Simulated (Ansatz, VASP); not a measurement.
**One calculation of AlCu4, two programs**

```
CELL_PARAMETERS angstrom
6.09761 0.00000 0.00000
0.00000 6.09761 0.00000
0.00000 0.00000 6.09761
ATOMIC_POSITIONS crystal
Al 0.43968 0.93968 0.56032
Al 0.93968 0.56032 0.43968
Al 0.56032 0.43968 0.93968
Al 0.06032 0.06032 0.06032
Cu 0.80924 0.30924 0.19076
Cu 0.30924 0.19076 0.80924
Cu 0.19076 0.80924 0.30924
Cu 0.69076 0.69076 0.69076
Cu 0.04692 0.87525 0.70135
Cu 0.29865 0.54692 0.62475
Cu 0.37525 0.79865 0.95308
Cu 0.54692 0.62475 0.29865
Cu 0.79865 0.95308 0.37525
Cu 0.87525 0.70135 0.04692
Cu 0.95308 0.37525 0.79865
Cu 0.70135 0.04692 0.87525
Cu 0.62475 0.29865 0.54692
Cu 0.45308 0.12475 0.20135
Cu 0.20135 0.45308 0.12475
Cu 0.12475 0.20135 0.45308
```

Alike in both runs: functional PBEsol; k mesh 6 × 6 × 6; occupations gaussian, width 0.1 eV; no spin polarisation.

Ansatz relaxed the structure, and its values are those at the end. VASP's run is a single point on that final structure, the one shown.

|  | VASP | Ansatz |
| --- | --- | --- |
| version | VASP 6.6.1 | Ansatz 0.2.0 |
| potentials or method | VASP PAW PBE potentials, release 64 (Al, Cu), cutoff 520 eV | scalar-relativistic, plane waves, PAW |
| valence electrons in the cell | 188 | 316 |

```csv
,VASP,Ansatz,Ansatz less VASP
gap on the k mesh at the Fermi level (eV),none,none,-
pressure (GPa),10.7,10.6,-0.07
```

VASP's potentials were made for PBE, not for PBEsol. A gap of «none» marks a metal or a gap that the smearing closes. VASP's potentials hold 188 valence electrons a cell and Ansatz's 316, so a difference there can come from the potentials and not from the codes. Ansatz's warnings: stress scf threshold loose.
